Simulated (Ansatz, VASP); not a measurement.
# Two plane-wave programs on HgH2

```
Hg H
1.0
     9.00000    0.00000    0.00000
     0.00000    9.00000    0.00000
     0.00000    0.00000   12.31000
Hg H
1 2
Direct
  0.50000 0.50000 0.50010
  0.50000 0.50000 0.63464
  0.50000 0.50000 0.36556
```

Alike in both runs: task single point; functional PBE; k mesh 1 × 1 × 1; occupations gaussian, width 0.01 eV; no spin polarisation.

|  | VASP | Ansatz |
| --- | --- | --- |
| version | VASP 6.6.1 | Ansatz 0.2.0 |
| potentials or method | VASP PAW PBE potentials, release 64 (Hg, H), cutoff 520 eV | scalar-relativistic, plane waves, PAW |
| valence electrons in the cell | 14 | 22 |

|  | VASP | Ansatz | Ansatz less VASP |
| --- | --- | --- | --- |
| gap on the k mesh at the Fermi level (eV) | 5.54 | 5.54 | +0.003 |
| rms of the force components (eV/Å) | 0.041 | 0.007 | -0.0341 |

Atom by atom the forces differ by 0.049 eV/Å (rms over components). VASP's potentials hold 14 valence electrons a cell and Ansatz's 22, so a difference there can come from the potentials and not from the codes.

Spin-orbit coupling is off throughout.
